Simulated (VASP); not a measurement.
**Al8As7 (a cell with a defect): single point with PBE**

Al8As7 (a cell with a defect):

```
Al As
1.0
     0.00000    5.65793    5.65793
     5.65793    0.00000    5.65793
     5.65793    5.65793    0.00000
Al As
8 7
Cartesian
  0.6358 -0.6435 -0.3228
  2.8462 2.8041 -0.1025
  2.6663 0.2038 2.8628
  5.4468 2.9839 2.8626
  0.1701 2.8035 2.8600
  2.8459 5.4787 2.8610
  2.6075 3.0426 6.1074
  5.6447 5.6636 5.7533
  1.3094 1.3421 1.1247
  4.3082 4.3408 1.1248
  7.0135 4.2949 4.2555
  3.4231 2.2276 4.0149
  4.3032 7.0045 4.2093
  4.2750 4.3842 7.3552
  6.9242 7.0328 7.3554
```

| Item | Value |
| --- | --- |
| Program | VASP 6.6.1 |
| Task | single point |
| Functional | PBE |
| Potentials or basis | VASP PAW PBE potentials, release 64 (Al, As) |
| Cutoff | 520 eV |
| k mesh | 2 × 2 × 2 |
| Occupations | gaussian, width 0.1 eV |
| Spin | no spin polarisation |
| Dipole correction | no |
| Further INCAR settings | LREAL = Auto; ALGO = Normal; EDIFF = 1e-07; NBANDS = 42 |

```yaml
Pressure: -0.2 GPa
Largest_force: 0.152 eV/Å
Band_gap_on_the_k_mesh: zero (an odd number of electrons rules out a gap without spin polarisation)
```

Forces in eV/Å, atoms in the order of the input:
```
Al  -0.005  0.007 -0.072
Al   0.009 -0.009  0.026
Al  -0.035 -0.020  0.003
Al   0.020  0.037  0.003
Al   0.000  0.028  0.013
Al  -0.028  0.000  0.012
Al  -0.001  0.000 -0.042
Al  -0.016  0.015  0.014
As  -0.023 -0.005 -0.001
As   0.002  0.022  0.002
As   0.000  0.005  0.030
As   0.108 -0.107  0.009
As  -0.006  0.009  0.000
As  -0.016  0.005  0.002
As  -0.009  0.013  0.002
```

Stress tensor (GPa, compression positive):
```
-0.25 -0.08  0.21
-0.08 -0.25 -0.20
 0.21 -0.20 -0.24
```

Levels at points of the mesh, in eV from the Fermi level:
```
           k point  band 25  band 26  band 27  band 28  band 29  band 30  band 31  band 32  band 33  band 34
(0.00, 0.00, 0.00)    -0.80    -0.71    -0.55    -0.46    -0.28     0.61     1.40     1.52     1.66     1.75
(0.50, 0.00, 0.00)    -1.36    -1.30    -1.26    -0.89    -0.60     0.76     1.14     1.61     2.07     2.34
(0.00, 0.50, 0.00)    -1.24    -1.07    -1.03    -0.66    -0.45    -0.18     1.67     1.76     1.90     1.98
(0.00, 0.00, 0.50)    -1.48    -1.18    -0.97    -0.73    -0.46    -0.20     1.01     1.62     2.06     2.27
(0.50, 0.50, 0.50)    -1.48    -1.18    -0.97    -0.73    -0.46    -0.20     1.01     1.62     2.06     2.27
(0.50, 0.50, 0.00)    -1.37    -1.34    -1.23    -1.21    -0.88    -0.62     1.22     1.53     2.24     2.57
(0.00, 0.50, 0.50)    -1.41    -1.30    -1.21    -1.06    -0.36     0.18     0.79     1.66     2.45     2.57
(0.50, 0.00, 0.50)    -1.41    -1.30    -1.21    -1.06    -0.36     0.18     0.79     1.66     2.45     2.57
```

It took 8 min on 1 thread of AMD EPYC 7R13, on a shared host, peak memory 0.46 GiB.

Caveat: the k points lie up to 0.48 Å⁻¹ apart, too coarse for converged energies and pressures of a metal.
